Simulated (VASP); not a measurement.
# K8BrCl7 (P1) in VASP: single point with r2SCAN

Aim: the single point of K8BrCl7 with r2SCAN.

Program: VASP 6.6.1. These are calculated values, not measurements. Logs are shortened: lines on timing, memory, paths and dates and some standing lists are left out, and cuts for length are marked.

### 1 The cell of the first run

The typed cell holds 16 atoms: a = 12.561 Å, b = 6.280 Å, c = 6.280 Å, α = 90.00°, β = 90.00°, γ = 90.00°.

### 2 Single point, r2SCAN

Contents of POSCAR:

```
K8BrCl7
1.0
   12.5607960000      0.0000000000      0.0000000000
    0.0000000000      6.2803980000      0.0000000000
    0.0000000000      0.0000000000      6.2803980000
Cl K Br
7 8 1
Direct
    0.2515240000      0.9976340000      0.0025540000
    0.7515940000      0.0010860000      0.9984900000
    0.9992840000      0.4978060000      0.0022280000
    0.5022220000      0.5024350000      0.9981350000
    0.0009510000      0.9981420000      0.4997480000
    0.5010940000      0.0003490000      0.4978640000
    0.2474930000      0.4969040000      0.4979280000
    0.0024140000      0.9988580000      0.0028070000
    0.4998790000      0.0058670000      0.0047940000
    0.2485310000      0.5036370000      0.0024110000
    0.7528020000      0.5028280000      0.0033800000
    0.2481250000      0.0079220000      0.5051600000
    0.7492310000      0.9969350000      0.4952780000
    0.0003050000      0.5038350000      0.4970390000
    0.4987360000      0.4956150000      0.4943340000
    0.7495870000      0.5009110000      0.4999910000
```

Contents of INCAR.step1:

```
ALGO = Normal
EDIFF = 1E-4
ENCUT = 520
GGA = PE
ISMEAR = -1
LASPH = True
LCHARG = False
LREAL = Auto
LWAVE = True
NBANDS = 78
NELM = 60
PREC = Accurate
SIGMA = 0.05
```

Contents of INCAR.step2:

```
ALGO = Normal
EDIFF = 1E-7
ENCUT = 520
ISIF = 2
ISMEAR = -1
ISTART = 1
LASPH = True
LCHARG = False
LMIXTAU = True
LREAL = Auto
LWAVE = False
METAGGA = R2SCAN
NBANDS = 78
NELM = 60
PREC = Accurate
SIGMA = 0.05
```

Contents of KPOINTS:

```
Automatic mesh
0
Gamma
  2 2 2
  0.5 0.5 0.5
```

Potentials or basis: VASP PAW PBE potentials, release 64 (Cl, K_sv, Br).

The run is started by

```sh
$ cat potpaw_PBE.64/Cl/POTCAR potpaw_PBE.64/K_sv/POTCAR potpaw_PBE.64/Br/POTCAR > POTCAR
$ cp INCAR.step1 INCAR
$ mpirun -np 1 vasp_std > vasp.out
$ cp INCAR.step2 INCAR
$ mpirun -np 1 vasp_std > vasp.out
```

OUTCAR:

```text
EDIFF = 1E-7
   ENCUT = 520
   ISIF = 2
   ISMEAR = -1
   ISTART = 1
   LASPH = True
   LREAL = Auto
   METAGGA = R2SCAN
   NELM = 60
   PREC = Accurate

 ion  position               nearest neighbor table
   1  0.252  0.998  0.003-  10 3.10   9 3.12  12 3.12   8 3.13  12 3.16  10 3.18
   2  0.752  0.001  0.998-  13 3.12  11 3.13   8 3.15  11 3.15  13 3.16   9 3.16
   3  0.999  0.498  0.002-  11 3.10  14 3.11  10 3.13   8 3.13   8 3.15  14 3.17
   4  0.502  0.502  0.998-  15 3.12   9 3.12  11 3.15   9 3.16  15 3.16  10 3.19
   5  0.001  0.998  0.500-  14 3.10  12 3.11   8 3.12   8 3.16  13 3.16  14 3.18
   6  0.501  0.000  0.498-   9 3.10  15 3.11  13 3.12  15 3.17  12 3.18   9 3.18
[... 8 lines left out ...]
  15  0.499  0.496  0.494-   6 3.11   4 3.12  16 3.15   7 3.16   4 3.16   6 3.17
  16  0.750  0.501  0.500-  13 3.12  11 3.12  14 3.15  15 3.15  11 3.16  13 3.17

  LATTYP: Found a simple tetragonal cell.
 ALAT       =     6.2803980000
 C/A-ratio  =     2.0000000000

  Lattice vectors:

 A1 = (   0.0000000000,   6.2803980000,   0.0000000000)
 A2 = (   0.0000000000,   0.0000000000,   6.2803980000)
 A3 = (  12.5607960000,   0.0000000000,   0.0000000000)

Analysis of symmetry for initial positions (statically):
=====================================================================
 Subroutine PRICEL returns:
 Original cell was already a primitive cell.

 Routine SETGRP: Setting up the symmetry group for a
 simple tetragonal supercell.

 Subroutine GETGRP returns: Found  1 space group operations
 (whereof  1 operations were pure point group operations)
 out of a pool of 16 trial point group operations.

The static configuration has the point symmetry C_1 .

Analysis of symmetry for dynamics (positions and initial velocities):
=====================================================================
 Subroutine PRICEL returns:
 Original cell was already a primitive cell.

 Routine SETGRP: Setting up the symmetry group for a
 simple tetragonal supercell.

 Subroutine GETGRP returns: Found  1 space group operations
 (whereof  1 operations were pure point group operations)
 out of a pool of 16 trial point group operations.

The dynamic configuration has the point symmetry C_1 .

 Subroutine INISYM returns: Found  1 space group operations
 (whereof  1 operations are pure point group operations),
 and found     1 'primitive' translations

----------------------------------------------------------------------------------------

                                     Primitive cell

  volume of cell :     495.4405

  direct lattice vectors                    reciprocal lattice vectors
    12.560796000  0.000000000  0.000000000     0.079612789  0.000000000  0.000000000
     0.000000000  6.280398000  0.000000000     0.000000000  0.159225578  0.000000000
     0.000000000  0.000000000  6.280398000     0.000000000  0.000000000  0.159225578

  length of vectors
    12.560796000  6.280398000  6.280398000     0.079612789  0.159225578  0.159225578

  position of ions in fractional coordinates (direct lattice)
     0.251524000  0.997634000  0.002554000
     0.751594000  0.001086000  0.998490000
     0.999284000  0.497806000  0.002228000
     0.502222000  0.502435000  0.998135000
     0.000951000  0.998142000  0.499748000
     0.501094000  0.000349000  0.497864000
[... 8 lines left out ...]
     0.498736000  0.495615000  0.494334000
     0.749587000  0.500911000  0.499991000

  ion indices of the primitive-cell ions
   primitive index   ion index
                 1           1
                 2           2
                 3           3
                 4           4
                 5           5
                 6           6
[... 8 lines left out ...]
                15          15
                16          16

----------------------------------------------------------------------------------------

 KPOINTS: Automatic mesh

Automatic generation of k-mesh.
 Grid dimensions read from file:
 generate k-points for:    2    2    2

 Generating k-lattice:

  Cartesian coordinates                     Fractional coordinates (reciprocal lattice)
     0.039806394  0.000000000  0.000000000     0.500000000  0.000000000  0.000000000
     0.000000000  0.079612789  0.000000000     0.000000000  0.500000000  0.000000000
     0.000000000  0.000000000  0.079612789     0.000000000  0.000000000  0.500000000

  Length of vectors
     0.039806394  0.079612789  0.079612789

  Shift w.r.t. Gamma in fractional coordinates (k-lattice)
     0.500000000  0.500000000  0.500000000

 Subroutine IBZKPT returns following result:
 ===========================================

 Found      4 irreducible k-points:

 Following reciprocal coordinates:
            Coordinates               Weight
  0.250000  0.250000  0.250000      2.000000
  0.250000 -0.250000  0.250000      2.000000
  0.250000 -0.250000 -0.250000      2.000000
  0.250000  0.250000 -0.250000      2.000000
   k-points           NKPTS =      4   k-points in BZ     NKDIM =      4   number of bands    NBANDS=     78
   number of dos      NEDOS =    301   number of ions     NIONS =     16
   total plane-waves  NPLWV = 221184
   dimension x,y,z NGX =    96 NGY =   48 NGZ =   48
   dimension x,y,z NGXF=   192 NGYF=   96 NGZF=   96
   ions per type =               7   8   1
   NGX,Y,Z   is equivalent  to a cutoff of  12.71, 12.71, 12.71 a.u.
   NGXF,Y,Z  is equivalent  to a cutoff of  25.41, 25.41, 25.41 a.u.
 SYSTEM =  unknown system
   PREC   = accura    normal or accurate (medium, high low for compatibility)
   ISTART =      1    job   : 0-new  1-cont  2-samecut
   ICHARG =      0    charge: 1-file 2-atom 10-const
   ISPIN  =      1    spin polarized calculation?
   LNONCOLLINEAR =      F non collinear calculations
   LSORBIT =      F    spin-orbit coupling
   LASPH  =      T    aspherical Exc in radial PAW
   ENCUT  =  520.0 eV  38.22 Ry    6.18 a.u.  23.35 11.68 11.68*2*pi/ulx,y,z
   NELM   =     60;   NELMIN=  2; NELMDL=  0     # of ELM steps
   EDIFF  = 0.1E-06   stopping-criterion for ELM
   LREAL  =      T    real-space projection
   EDIFFG = 0.1E-05   stopping-criterion for IOM
   NSW    =      0    number of steps for IOM
   IBRION =     -1    ionic relax: 0-MD 1-quasi-New 2-CG
   NFREE  =      0    steps in history (QN), initial steepest desc. (CG)
   ISIF   =      2    stress and relaxation
   ISYM   =      2    0-nonsym 1-usesym 2-fastsym
   POTIM  = 0.5000    time-step for ionic-motion
   TEBEG  =    0.0;   TEEND  =   0.0 temperature during run
   PSTRESS=    0.0 pullay stress
   NELECT =     128.0000    total number of electrons
   NUPDOWN=      -1.0000    fix difference up-down
   EMIN   =  10.00;   EMAX   =-10.00  energy-range for DOS
   EFERMI =   0.00;   METHOD = LEGACY
   ISMEAR =    -1;   SIGMA  =   0.05  broadening in eV -4-tet -1-fermi 0-gaus
   EFERMI_NEDOS =   21; number of points for ismear=-14 and -15
   IALGO  =     38    algorithm
   IMIX   =      4    mixing-type and parameters
     AMIX     =   0.40;   BMIX     =  1.00
     AMIX_MAG =   1.60;   BMIX_MAG =  1.00
  volume/ion in A,a.u.               =      30.97       208.96
  Fermi-wavevector in a.u.,A,eV,Ry     =   1.042672  1.970364 14.791773  1.087165
  Thomas-Fermi vector in A             =   2.177347
   LORBIT       =      0    0 simple, 1 ext, 2 COOP (PROOUT), +10 PAW based schemes
   METAGGA = R2SCAN    functional components
   LHFCALC =     F    Hartree Fock is set to
   AEXX    =    0.0000 exact exchange contribution
   IVDW    =     0    specifies the selected vdW correction
   LEPSILON=     F    determine dielectric tensor
   LRPA    =     F    only Hartree local field effects (RPA)
 non-spin polarized calculation
  energy-cutoff  :      520.00
  volume of cell :      495.44
 maximum number of plane-waves:     13322
 NGX is ok and might be reduce to    96
   NGX = 47   NGY = 23   NGZ = 23

 number of electron     128.0000002 magnetization

 Free energy of the ion-electron system (eV)
  ---------------------------------------------------
  ext. energy  EPLUGINS =         0.00000000
  ---------------------------------------------------
  free energy    TOTEN  =      -138.71274801 eV

  energy without entropy =     -138.71274801  energy(sigma->0) =     -138.71274801

 E-fermi :  -0.8803     XC(G=0):  -8.0354

 val. band max:       -2.2078700352   @ k =   0.2500  -0.2500   0.2500
 cond. band min:       4.6735698324   @ k =   0.2500  -0.2500   0.2500
 fundamental gap:      6.8814398675
 Fermi energy:        -0.8803169302

 k-point     1 :       0.2500    0.2500    0.2500
  band No.  band energies     occupation
      1     -30.4915      2.00000
      2     -30.4687      2.00000
      3     -30.4544      2.00000
      4     -30.4369      2.00000
      5     -30.4291      2.00000
      6     -30.4098      2.00000
[... 68 lines left out ...]
     75       6.4870      0.00000
     76       6.6466      0.00000

 k-point     2 :       0.2500   -0.2500    0.2500
  band No.  band energies     occupation
      1     -30.4915      2.00000
      2     -30.4687      2.00000
      3     -30.4544      2.00000
      4     -30.4369      2.00000
      5     -30.4291      2.00000
      6     -30.4098      2.00000
[... 68 lines left out ...]
     75       6.4767      0.00000
     76       6.6456      0.00000

 k-point     3 :       0.2500   -0.2500   -0.2500
  band No.  band energies     occupation
      1     -30.4915      2.00000
      2     -30.4687      2.00000
      3     -30.4544      2.00000
      4     -30.4369      2.00000
      5     -30.4291      2.00000
      6     -30.4098      2.00000
[... 68 lines left out ...]
     75       6.4840      0.00000
     76       6.6471      0.00000

 k-point     4 :       0.2500    0.2500   -0.2500
  band No.  band energies     occupation
      1     -30.4915      2.00000
      2     -30.4687      2.00000
      3     -30.4544      2.00000
      4     -30.4369      2.00000
      5     -30.4291      2.00000
      6     -30.4098      2.00000
[... 68 lines left out ...]
     75       6.4889      0.00000
     76       6.6470      0.00000
 [bands above 76 left out]

------------------------ aborting loop because EDIFF is reached ----------------------------------------

  FORCE on cell =-STRESS in cart. coord.  units (eV):
  Direction    XX          YY          ZZ          XY          YZ          ZX
  --------------------------------------------------------------------------------------
  -------------------------------------------------------------------------------------
  Total        1.6059385      1.4121013      1.3683201      0.0105552      0.0004177      0.0041568
  in kB        5.1933548      4.5665154      4.4249341      0.0341338      0.0013509      0.0134425
  external PRESSURE =       4.7282681 kB  Pullay stress =       0.0000000 kB

 VOLUME and BASIS-vectors are now :
 -----------------------------------------------------------------------------
  energy-cutoff  :      520.00
  volume of cell :      495.44
      direct lattice vectors                 reciprocal lattice vectors
    12.560796000  0.000000000  0.000000000     0.079612789  0.000000000  0.000000000
     0.000000000  6.280398000  0.000000000     0.000000000  0.159225578  0.000000000
     0.000000000  0.000000000  6.280398000     0.000000000  0.000000000  0.159225578

 POSITION                                       TOTAL-FORCE (eV/Angst)
 -----------------------------------------------------------------------------------
      3.15934      6.26554      0.01604        -0.022494      0.064921      0.015095
      9.44062      0.00682      6.27091         0.001535      0.011143     -0.013308
     12.55180      3.12642      0.01399         0.059836      0.018549     -0.048704
      6.30831      3.15549      6.26869        -0.059424      0.016504     -0.021234
      0.01195      6.26873      3.13862        -0.024581      0.049466      0.026863
      6.29414      0.00219      3.12678        -0.064826     -0.031804      0.057637
[... 8 lines left out ...]
      6.26452      3.11266      3.10461        -0.177414      0.066991      0.060116
      9.41541      3.14592      3.14014        -0.004016     -0.049824      0.047062
 -----------------------------------------------------------------------------------
    total drift:                               -0.023669     -0.000120      0.006587

  FREE ENERGIE OF THE ION-ELECTRON SYSTEM (eV)
  ---------------------------------------------------
  free  energy   TOTEN  =      -138.7127480057 eV

  energy  without entropy=     -138.7127480057  energy(sigma->0) =     -138.71274801
```

It took 5.8 min on 1 thread of AMD EPYC 9R45 (Zen 5), shared host; peak memory 0.56 GiB.

What came out:

* Free energy: -138.7127 eV
* Pressure: 0.5 GPa
* Largest force: 0.199 eV/Å
* Band gap on the k mesh: 6.88 eV

Forces in eV/Å, atoms in the order of the input:
```
Cl  -0.022  0.065  0.015
Cl   0.002  0.011 -0.013
Cl   0.060  0.019 -0.049
Cl  -0.059  0.017 -0.021
Cl  -0.025  0.049  0.027
Cl  -0.065 -0.032  0.058
Cl   0.046  0.101  0.048
K   -0.061 -0.002 -0.040
K    0.057 -0.063 -0.091
K    0.063 -0.057 -0.050
K   -0.062 -0.022 -0.085
K    0.064 -0.122 -0.032
K    0.034  0.086  0.059
K    0.150 -0.068  0.068
K   -0.177  0.067  0.060
Br  -0.004 -0.050  0.047
```

Levels at points of the mesh, in eV from the valence-band top:
| k point | band 62 | band 63 | band 64 | band 65 | band 66 | band 67 |
| --- | --- | --- | --- | --- | --- | --- |
| (0.25, 0.25, 0.25) | -0.13 | -0.02 | 0.00 | 6.88 | 7.48 | 7.66 |

Caveat: the PAW data sets were made with another functional, which shifts forces and pressure a little; a shifted mesh leaves out Γ, where band edges can lie.
